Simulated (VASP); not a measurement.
# Hf (I4/mmm) in VASP: a series of runs, part 3 of 3

VASP 6.6.1. Earlier steps stand in the parts before.

### 4 Single point, LDA (19.06 Å³/atom)

Input file INCAR:

```
SYSTEM = Hf
ALGO = Fast
EDIFF = 1E-6
ENCUT = 520
ISIF = 2
ISMEAR = 0
LASPH = .TRUE.
LCHARG = .FALSE.
LREAL = .FALSE.
LWAVE = .FALSE.
NBANDS = 11
NELM = 100
PREC = Accurate
SIGMA = 0.15
```

Input file KPOINTS:

```
k-points
0
G
  20 20 20
  0 0 0
```

Input file POSCAR:

```
Hf
1.0
    0.0000000000      2.0137935393      2.3500970604
    2.0137935393      0.0000000000      2.3500970604
    2.0137935393      2.0137935393      0.0000000000
Hf
1
Direct
    0.0000000000      0.0000000000      0.0000000000
```

Potentials or basis: VASP PAW LDA potentials, release 64 (Hf_pv).

Launch:

```sh
> cat potpaw_LDA.64/Hf_pv/POTCAR > POTCAR
> mpirun -np 1 vasp_std > vasp.out
```

OUTCAR:

```text
SYSTEM = Hf
   EDIFF = 1E-6
   ENCUT = 520
   ISIF = 2
   ISMEAR = 0
   LASPH = .TRUE.
   LREAL = .FALSE.
   NELM = 100
   PREC = Accurate

 ion  position               nearest neighbor table
   1  0.000  0.000  0.000-

  LATTYP: Found a body centered tetragonal cell.
 ALAT       =     2.8479341351
 C/A-ratio  =     1.6503872273

  Lattice vectors:

 A1 = (  -2.0137935393,   0.0000000000,   2.3500970604)
 A2 = (   2.0137935393,   0.0000000000,   2.3500970604)
 A3 = (   0.0000000000,   2.0137935393,  -2.3500970604)

[... 514 lines left out ...]
     11      18.4364      0.00000

 [... further k-points ...]

------------------------ aborting loop because EDIFF is reached ----------------------------------------

  FORCE on cell =-STRESS in cart. coord.  units (eV):
  Direction    XX          YY          ZZ          XY          YZ          ZX
  --------------------------------------------------------------------------------------
  -------------------------------------------------------------------------------------
  Total        1.5577143      1.5577143      0.7230999      0.0000000      0.0000000      0.0000000
  in kB      130.9340789    130.9340789     60.7803490      0.0000000      0.0000000      0.0000000
  external PRESSURE =     107.5495022 kB  Pullay stress =       0.0000000 kB

 VOLUME and BASIS-vectors are now :
 -----------------------------------------------------------------------------
  energy-cutoff  :      520.00
  volume of cell :       19.06
      direct lattice vectors                 reciprocal lattice vectors
     0.000000000  2.013793539  2.350097060    -0.248287617  0.248287617  0.212757170
     2.013793539  0.000000000  2.350097060     0.248287617 -0.248287617  0.212757170
     2.013793539  2.013793539  0.000000000     0.248287617  0.248287617 -0.212757170

 POSITION                                       TOTAL-FORCE (eV/Angst)
 -----------------------------------------------------------------------------------
      0.00000      0.00000      0.00000        -0.000000      0.000000      0.000000
 -----------------------------------------------------------------------------------
    total drift:                               -0.000000      0.000000      0.000000

  FREE ENERGIE OF THE ION-ELECTRON SYSTEM (eV)
  ---------------------------------------------------
  free  energy   TOTEN  =       -10.5378739946 eV

  energy  without entropy=      -10.5204608533  energy(sigma->0) =      -10.52916742
```

OSZICAR:

```text
N       E                     dE             d eps       ncg     rms          rms(c)
DAV:   1     0.130256120447E+02    0.13026E+02   -0.57960E+03 14270   0.859E+02
DAV:   2    -0.104246571338E+02   -0.23450E+02   -0.22606E+02 17733   0.159E+02
DAV:   3    -0.108273197964E+02   -0.40266E+00   -0.39871E+00 17766   0.144E+01
DAV:   4    -0.108284363223E+02   -0.11165E-02   -0.11158E-02 16075   0.891E-01
DAV:   5    -0.108284404424E+02   -0.41201E-05   -0.41198E-05 17275   0.484E-02    0.493E+01
RMM:   6    -0.106143053403E+02    0.21414E+00   -0.13284E-01 14475   0.239E+00    0.288E+01
RMM:   7    -0.105411366187E+02    0.73169E-01   -0.24246E-01 15822   0.329E+00    0.135E+00
RMM:   8    -0.105378073667E+02    0.33293E-02   -0.15296E-02 15813   0.102E+00    0.223E-01
RMM:   9    -0.105378753024E+02   -0.67936E-04   -0.10064E-03 17688   0.283E-01    0.576E-02
RMM:  10    -0.105378742028E+02    0.10996E-05   -0.10966E-04 18309   0.921E-02    0.310E-02
RMM:  11    -0.105378736723E+02    0.53052E-06   -0.19082E-05 17997   0.366E-02    0.103E-02
RMM:  12    -0.105378739946E+02   -0.32232E-06   -0.36523E-06 15813   0.139E-02
   1 F= -.10537874E+02 E0= -.10529167E+02  d E =-.174131E-01
```

stdout:

```text
POSCAR found type information on POSCAR Hf
 POSCAR found :  1 types and       1 ions
 scaLAPACK will be used
 LDA part: xc-table for (Slater(with rela. corr.)+CA(PZ))
 , standard interpolation
 POSCAR, INCAR and KPOINTS ok, starting setup
 FFT: planning ... GRIDC
 FFT: planning ... GRID_SOFT
 FFT: planning ... GRID
 WAVECAR not read
 entering main loop
```

Wall time 71 s (1 thread of AMD EPYC 9R45 (Zen 5), shared host); peak memory 0.21 GiB.

What came out:

```yaml
Free_energy: -10.5379 eV
Pressure: 10.8 GPa
Band_gap_on_the_k_mesh: zero (bands 5 and 6 overlap by 1.71 eV)
```

Levels at points of the mesh, in eV from the Fermi level:
| k point | band 2 | band 3 | band 4 | band 5 | band 6 | band 7 | band 8 | band 9 |
| --- | --- | --- | --- | --- | --- | --- | --- | --- |
| (0.00, 0.00, 0.00) | -29.17 | -29.17 | -7.54 | 0.16 | 2.38 | 2.38 | 2.88 | 6.39 |
| (0.50, 0.00, 0.00) | -29.52 | -29.21 | -4.00 | 0.16 | 1.56 | 2.34 | 6.94 | 7.78 |
| (0.50, 0.50, 0.00) | -29.46 | -29.46 | -4.04 | -2.45 | 2.08 | 7.85 | 8.14 | 8.14 |
| (0.50, 0.00, 0.50) | -30.06 | -29.58 | -3.86 | -2.66 | 4.75 | 6.69 | 6.71 | 9.64 |

Caveat: the cell stands under pressure; spin-orbit coupling is left out, which moves the levels of the heavy elements.

### 5 Single point, LDA (19.06 Å³/atom)

Input file INCAR:

```
SYSTEM = Hf
PREC = Accurate
ENCUT = 520
EDIFF = 1E-6
ISMEAR = 0
SIGMA = 0.15
LREAL = .False.
LASPH = .True.
NELM = 60
ALGO = Normal
ISIF = 2
LWAVE = .False.
LCHARG = .False.
GGA = CA
NBANDS = 11
```

Input file KPOINTS:

```
Automatic mesh
0
Gamma
  20 20 20
  0 0 0
```

Input file POSCAR:

```
Hf
1.0
    0.0000000000      2.1754468340      2.0138111342
    2.1754468340      0.0000000000      2.0138111342
    2.1754468340      2.1754468340      0.0000000000
Hf
1
Direct
    0.0000000000      0.0000000000      0.0000000000
```

Launch:

```sh
> cat potpaw_LDA.64/Hf_pv/POTCAR > POTCAR
> mpirun -np 1 vasp_std > vasp.out
```

Wall time 56 s (1 thread of AMD EPYC 9R45 (Zen 5), shared host); peak memory 0.2 GiB.

It converged, with:

```yaml
Free_energy: -10.5727 eV
Pressure: 11.2 GPa
Band_gap_on_the_k_mesh: zero (bands 5 and 6 overlap by 2.07 eV)
```

Stress tensor (GPa, compression positive):
```
10.03  0.00  0.00
 0.00 10.03  0.00
 0.00  0.00 13.59
```

Levels at points of the mesh, in eV from the Fermi level:
| k point | band 2 | band 3 | band 4 | band 5 | band 6 | band 7 | band 8 | band 9 |
| --- | --- | --- | --- | --- | --- | --- | --- | --- |
| (0.00, 0.00, 0.00) | -29.28 | -29.26 | -7.64 | 1.11 | 1.11 | 2.07 | 3.96 | 5.39 |
| (0.50, 0.00, 0.00) | -29.53 | -29.38 | -4.11 | 0.51 | 1.43 | 1.73 | 6.99 | 7.79 |
| (0.50, 0.50, 0.00) | -29.89 | -29.89 | -3.91 | -2.97 | 4.66 | 7.36 | 8.19 | 8.19 |
| (0.50, 0.00, 0.50) | -29.80 | -29.62 | -4.02 | -2.65 | 3.24 | 7.24 | 7.61 | 8.72 |

Caveat: the cell stands under pressure; spin-orbit coupling is left out, which moves the levels of the heavy elements.

### 6 Single point, LDA (19.06 Å³/atom)

Input file INCAR:

```
SYSTEM = Hf
ALGO = Normal ; EDIFF = 1E-6
ENCUT = 520 ; ISIF = 2
ISMEAR = 0 ; LASPH = .True.
LCHARG = .False. ; LREAL = .False.
LWAVE = .False. ; NBANDS = 11
NELM = 80 ; PREC = Accurate
SIGMA = 0.15
```

Input file KPOINTS:

```
k-points
0
Gamma
  20 20 20
  0 0 0
```

Input file POSCAR:

```
Hf
1.0
    0.0000000000      2.2903981983      1.8167438509
    2.2903981983      0.0000000000      1.8167438509
    2.2903981983      2.2903981983      0.0000000000
Hf
1
Direct
    0.0000000000      0.0000000000      0.0000000000
```

Potentials or basis: VASP PAW LDA potentials, release 64 (Hf_pv).

Launch:

```sh
> cat potpaw_LDA.64/Hf_pv/POTCAR > POTCAR
> mpirun -np 1 vasp_std > vasp.out
```

It took 57 s on 1 thread of AMD EPYC 9R45 (Zen 5), shared host; peak memory 0.21 GiB.

The run converged. Its results:

```yaml
Free_energy: -10.5301 eV
Pressure: 9.5 GPa
Band_gap_on_the_k_mesh: zero (bands 5 and 6 overlap by 2.26 eV)
```

Stress tensor (GPa, compression positive):
```
 8.95  0.00  0.00
 0.00  8.95  0.00
 0.00  0.00 10.74
```

Levels at points of the mesh, in eV from the Fermi level:
```tsv
k point	band 1	band 2	band 3	band 4	band 5	band 6	band 7	band 8	band 9	band 10
(0.00, 0.00, 0.00)	-29.12	-29.11	-29.11	-7.50	1.16	1.16	2.56	3.68	5.61	12.82
(0.50, 0.00, 0.00)	-30.53	-29.49	-29.13	-3.96	-0.34	1.71	3.50	6.19	8.70	11.48
(0.50, 0.50, 0.00)	-30.26	-29.95	-29.95	-3.58	-3.17	6.94	7.65	8.13	8.13	9.62
(0.50, 0.00, 0.50)	-30.48	-29.63	-29.24	-3.92	-1.81	2.52	6.05	6.63	9.18	11.16
```

Caveat: the cell stands under pressure; spin-orbit coupling is left out, which moves the levels of the heavy elements.

### 7 Overview

```tsv
cell	gap on the mesh (eV)	pressure (GPa)
a = 2.923, b = 2.923, c = 3.499 Å, angles 53.2, 53.2, 73.5°, 1 atom	none	9.6
a = 2.940, b = 2.940, c = 3.157 Å, angles 57.5, 57.5, 65.0°, 1 atom	none	10.5
a = 3.095, b = 3.095, c = 2.848 Å, angles 62.6, 62.6, 54.8°, 1 atom	none	10.8
a = 2.964, b = 2.964, c = 3.077 Å, angles 58.7, 58.7, 62.5°, 1 atom	none	11.2
a = 2.923, b = 2.923, c = 3.239 Å, angles 56.4, 56.4, 67.3°, 1 atom	none	9.5
```

Alike in all rows: task single point; level LDA; potentials or basis VASP PAW LDA potentials, release 64 (Hf_pv); no spin polarisation; k mesh 20 × 20 × 20; cutoff (eV) 520; smearing gaussian 0.15 eV.

Caveats: the cell stands under pressure; spin-orbit coupling is left out, which moves the levels of the heavy elements.

Total energies depend on the potentials used, so only differences within one code and one set of settings carry meaning.
